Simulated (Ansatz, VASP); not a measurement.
**Two plane-wave programs on Ti**

The input POSCAR:

```
Ti
1.0
    0.0000000000      2.0300000000      2.0300000000
    2.0300000000      0.0000000000      2.0300000000
    2.0300000000      2.0300000000      0.0000000000
Ti
1
Direct
    0.0000000000      0.0000000000      0.0000000000
```

INCAR.step1

```
PREC = Accurate ; ENCUT = 520
EDIFF = 1E-5 ; ISMEAR = -1
SIGMA = 0.05 ; LREAL = F
LASPH = T ; NELM = 60
ALGO = Normal ; ISIF = 2
LWAVE = T ; NBANDS = 12
GGA = PE
```

The input INCAR.step2:

```
PREC = Accurate ; ENCUT = 520
EDIFF = 1E-6 ; ISMEAR = -1
SIGMA = 0.05 ; LREAL = F
LASPH = T ; NELM = 60
ALGO = Normal ; ISIF = 2
LWAVE = F ; LCHARG = T
GGA = PS ; LHFCALC = T
AEXX = 0.25 ; PRECFOCK = Normal
LELF = T ; LVHAR = T
NBANDS = 12 ; ISTART = 1
```

Contents of KPOINTS:

```
regular mesh
0
Gamma
  6 6 6
```

Contents of input:

```
crystal:
  lattice:
    - [0.0, 2.03, 2.03]
    - [2.03, 0.0, 2.03]
    - [2.03, 2.03, 0.0]
  atoms:
    - { symbol: Ti, position: [0.0, 0.0, 0.0] }
hamiltonian:
  xc: { exchange: pbesol, correlation: pbesol, exx: { coeff: 0.25 } }
  pseudopotentials: { kind: paw }
kpoints:
  mp_grid: { grid: [6, 6, 6] }
scf:
  occupations: { method: fermi_dirac, width: 0.05 }
output:
  forces: true
  stress: true
  eigenvalues: true
```

Alike in both runs: task single point; functional PBEsol-based global hybrid; k mesh 6 × 6 × 6; occupations fermi-dirac, width 0.05 eV; no spin polarisation.

```csv
,VASP,Ansatz
version,VASP 6.6.1,Ansatz 0.2.0
potentials or method,"VASP PAW PBE potentials, release 64 (Ti_sv)",Ansatz PAW
plane-wave cutoff (eV),520,420
valence electrons in the cell,12,12
```

|  | VASP | Ansatz | Ansatz less VASP |
| --- | --- | --- | --- |
| gap on the k mesh at the Fermi level (eV) | none | none | - |
| pressure (GPa) | -0.4 | 0.3 | +0.75 |

VASP's potentials were made for PBE, not for PBEsol-based global hybrid. A gap of «none» marks a metal or a gap that the smearing closes.

The k mesh is coarse, so the values compare programs but aren't converged.
